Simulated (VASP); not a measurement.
# BaS: electric field gradients with LDA

BaS:

```
CELL_PARAMETERS angstrom
0.00000 3.19375 3.12988
3.19375 0.00000 3.12988
3.19375 3.19375 0.00000
ATOMIC_POSITIONS crystal
Ba 0.00000 0.00000 0.00000
S 0.50000 0.50000 0.50000
```

This cell differs from its parent crystal: zz strain of -2 %.

| Quantity | Value |
| --- | --- |
| Program | VASP 6.6.1 |
| Task | electric field gradients |
| Functional | LDA |
| Potentials or basis | VASP PAW LDA potentials, release 64 (Ba_sv, S) |
| Cutoff | 520 eV |
| k mesh | 7 × 7 × 7 |
| Occupations | fermi-dirac, width 0.01 eV |
| Spin | no spin polarisation |
| Dipole correction | no |
| Further INCAR settings | ALGO = Normal; EDIFF = 1e-08; NBANDS = 15 |

```json
{"Pressure": "-0.9 GPa", "Band gap on the k mesh": "1.87 eV, indirect (least direct gap 2.01 eV)"}
```

Stress tensor (GPa, compression positive):
```
-1.53  0.00  0.00
 0.00 -1.53  0.00
 0.00  0.00  0.36
```

Levels at points of the mesh, in eV from the valence-band top:
| k point | band 6 | band 7 | band 8 | band 9 | band 10 | band 11 |
| --- | --- | --- | --- | --- | --- | --- |
| (0.00, 0.00, 0.00) | -0.08 | -0.08 | 0.00 | 3.34 | 3.60 | 3.60 |

Electric field gradients, principal values (V/Å²):
| atom | least | middle | greatest (by size) |
| --- | --- | --- | --- |
| 1 Ba | 14.557 | 14.557 | -29.114 |
| 2 S | 4.215 | 4.216 | -8.431 |

Run time: 34 s on 1 thread of Intel(R) Xeon(R) Platinum 8259CL CPU @ 2.50GHz (Skylake/Cascade Lake), with other jobs on the host, peak memory 0.18 GiB.

Caveat: the cell differs from its parent crystal (zz strain of -2 %); without QUAD_EFG the Cq values of the log hold for a quadrupole moment of 1 mb, not for the nuclei; spin-orbit coupling is left out, which moves the levels of the heavy elements. A k mesh can miss the band edges.
